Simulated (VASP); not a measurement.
A run of VASP 6.6.1:

Contents of INCAR:

```
ALGO = Normal ; EDIFF = 1E-7
ENCUT = 520 ; GGA = CA
ISIF = 2 ; ISMEAR = -1
LASPH = T ; LCHARG = F
LREAL = F ; LWAVE = F
NBANDS = 15 ; NELM = 100
PREC = Accurate ; SIGMA = 0.02
```

Contents of KPOINTS:

```
k-points
0
Gamma
  8 8 8
```

POSCAR

```
SrO
1.0
    0.0000000000      2.7376228952      2.7376228952
    2.7376228952      0.0000000000      2.7376228952
    2.7376228952      2.7376228952      0.0000000000
Sr O
1 1
Direct
    0.0000000000      0.0000000000      0.0000000000
    0.2500000000      0.2500000000      0.2500000000
```

Potentials or basis: VASP PAW LDA potentials, release 64 (Sr_sv, O).

Launch:

```console
$ cat potpaw_LDA.64/Sr_sv/POTCAR potpaw_LDA.64/O/POTCAR > POTCAR
$ mpirun -np 1 vasp_std > vasp.out
```

Hardware: 1 thread of Intel Xeon 8259CL, with other jobs on the host.

Estimate the wall time of this run.

It took 18 s on 1 thread of Intel Xeon 8259CL, on a shared host, peak memory 0.16 GiB. Counts: scf iterations 15, k points 29.
